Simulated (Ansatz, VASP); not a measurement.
# Cu in VASP and in Ansatz

```xyz
2
Lattice="2.9142 0.0000 0.0000 -1.4571 2.5238 0.0000 0.0000 0.0000 4.1126" Properties=species:S:1:pos:R:3 pbc="T T T"
Cu    0.0000    1.6825    1.0281
Cu    1.4571    0.8413    3.0844
```

Change from the starting cell: strain +0.1500 x Voigt [1, 1, 0, 0, 0, 0], atoms carried along.

Alike in both runs: task single point; functional r2SCAN; k mesh 24 × 24 × 12; occupations gaussian, width 0.15 eV; no spin polarisation.

```csv
,VASP,Ansatz
version,VASP 6.6.1,Ansatz 0.2.0
potentials or method,"VASP PAW PBE potentials, release 64 (Cu), cutoff 520 eV","scalar-relativistic, plane waves, PAW"
valence electrons in the cell,22,38
```

```tsv
	VASP	Ansatz	Ansatz less VASP
gap on the k mesh at the Fermi level (eV)	none	none	-
pressure (GPa)	-20.1	-20.5	-0.35
traceless stress, the component that is largest in VASP (GPa)	4.21	4.21	-0.003
```

VASP's potentials were made for PBE, not for r2SCAN. A gap of «none» marks a metal or a gap that the smearing closes. With one functional, cell and mesh, what is left measures potentials, basis and numerics. VASP's potentials hold 22 valence electrons a cell and Ansatz's 38, so a difference there can come from the potentials and not from the codes.
